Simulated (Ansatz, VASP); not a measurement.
PtSe in VASP and in Ansatz

INCAR

```
SYSTEM = PtSe
PREC = Accurate ; ENCUT = 520
EDIFF = 1E-7 ; ISMEAR = 0
SIGMA = 0.05 ; LREAL = .False.
LASPH = .True. ; NELM = 150
ALGO = Normal ; ISIF = 2
LWAVE = .False. ; LCHARG = .True.
ISPIN = 2 ; MAGMOM = 0 0 0 0
LORBIT = 11 ; LMAXMIX = 4
LDAU = .True. ; LDAUTYPE = 2
LDAUL = 2 -1 ; LDAUU = 7 0
LDAUJ = 0 0 ; LDAUPRINT = 1
GGA = PS ; LELF = .True.
LVHAR = .True. ; NBANDS = 28
```

File KPOINTS:

```
regular mesh
0
Gamma
  6 6 3
  0 0 0
```

The input POSCAR:

```
PtSe
1.0
    3.7018703300      0.0000000000      0.0000000000
   -1.8509351600      3.2059137500      0.0000000000
    0.0000000000      0.0000000000      7.2256840600
Pt Se
2 2
Direct
    0.0000000000      0.0000000000      0.0000000000
    0.0000000000      0.0000000000      0.5000000000
    0.6666666667      0.3333333333      0.2500000000
    0.6666666667      0.3333333333      0.7500000000
```

Input for Ansatz:

```yaml
crystal:
  lattice:
    - [3.70187033, 0.0, 0.0]
    - [-1.85093516, 3.20591375, 0.0]
    - [0.0, 0.0, 7.22568406]
  atoms:
    - { symbol: Pt, position: [0.0, 0.0, 0.0], spin: 2.0 }
    - { symbol: Se, position: [0.6666666667, 0.3333333333, 0.25] }
    - { symbol: Pt, position: [0.0, 0.0, 0.5], spin: 2.0 }
    - { symbol: Se, position: [0.6666666667, 0.3333333333, 0.75] }
basis:
  ecutwfc: 420
  ecutrho_ratio: 4
kpoints:
  mp_grid: { grid: [6, 6, 3] }
hamiltonian:
  xc: pbesol
  hubbard:
    sites:
      - { site: 0, l: d, u_eff: 7.0, starting_ns: [{ spin: up, occupation_matrix: s0up }, { spin: down, occupation_matrix: s0down }] }
      - { site: 2, l: d, u_eff: 7.0, starting_ns: [{ spin: up, occupation_matrix: s2up }, { spin: down, occupation_matrix: s2down }] }
    occupation_matrices:
      s0up:
        matrix:
          - [0.97, 0.0, 0.0, 0.0, 0.0]
          - [0.0, 0.97, 0.0, 0.0, 0.0]
          - [0.0, 0.0, 0.97, 0.0, 0.0]
          - [0.0, 0.0, 0.0, 0.97, 0.0]
          - [0.0, 0.0, 0.0, 0.0, 0.97]
      s0down:
        matrix:
          - [0.97, 0.0, 0.0, 0.0, 0.0]
          - [0.0, 0.02, 0.0, 0.0, 0.0]
          - [0.0, 0.0, 0.02, 0.0, 0.0]
          - [0.0, 0.0, 0.0, 0.97, 0.0]
          - [0.0, 0.0, 0.0, 0.0, 0.97]
      s2up:
        matrix:
          - [0.97, 0.0, 0.0, 0.0, 0.0]
          - [0.0, 0.97, 0.0, 0.0, 0.0]
          - [0.0, 0.0, 0.97, 0.0, 0.0]
          - [0.0, 0.0, 0.0, 0.97, 0.0]
          - [0.0, 0.0, 0.0, 0.0, 0.97]
      s2down:
        matrix:
          - [0.97, 0.0, 0.0, 0.0, 0.0]
          - [0.0, 0.02, 0.0, 0.0, 0.0]
          - [0.0, 0.0, 0.02, 0.0, 0.0]
          - [0.0, 0.0, 0.0, 0.97, 0.0]
          - [0.0, 0.0, 0.0, 0.0, 0.97]
    ns_hold: { iters: 10 }
scf:
  occupations: { method: gaussian, width: 0.05 }
  lower_state_search: "off"
  max_iter: 150
output:
  forces: true
  stress: true
  eigenvalues: true
  populations: true
  hubbard: { sites: [{ site: 0, l: d }, { site: 2, l: d }] }
  write_density: true
  write_potential: true
  elf: true
  volumetric_format: npy
magnetization:
  spin_polarized: true
```

Alike in both runs: task single point; functional PBEsol; k mesh 6 × 6 × 3; occupations gaussian, width 0.05 eV; collinear spin; Hubbard terms Pt d U = 7.0 eV.

```csv
,VASP,Ansatz
version,VASP 6.6.1,Ansatz 0.2.0
potentials or method,"VASP PAW PBE potentials, release 64 (Pt, Se), cutoff 520 eV","scalar-relativistic, plane waves, PAW"
valence electrons in the cell,32,68
```

|  | VASP | Ansatz | Ansatz less VASP |
| --- | --- | --- | --- |
| gap on the k mesh at the Fermi level (eV) | none | none | - |
| pressure (GPa) | -19.6 | -14.9 | +4.65 |
| net moment per atom (μB) | 0.00 | 0.00 | 0.000 |

VASP's potentials were made for PBE, not for PBEsol. The programs project onto different local orbitals, so the same U acts differently, and such runs can settle in different states. A gap of «none» marks a metal or a gap that the smearing closes. VASP's potentials hold 32 valence electrons a cell and Ansatz's 68, so a difference there can come from the potentials and not from the codes. Ansatz's warnings: filled band counts differ across k points, seeded moment not kept, specified occupation not kept.

Spin-orbit coupling is off throughout.
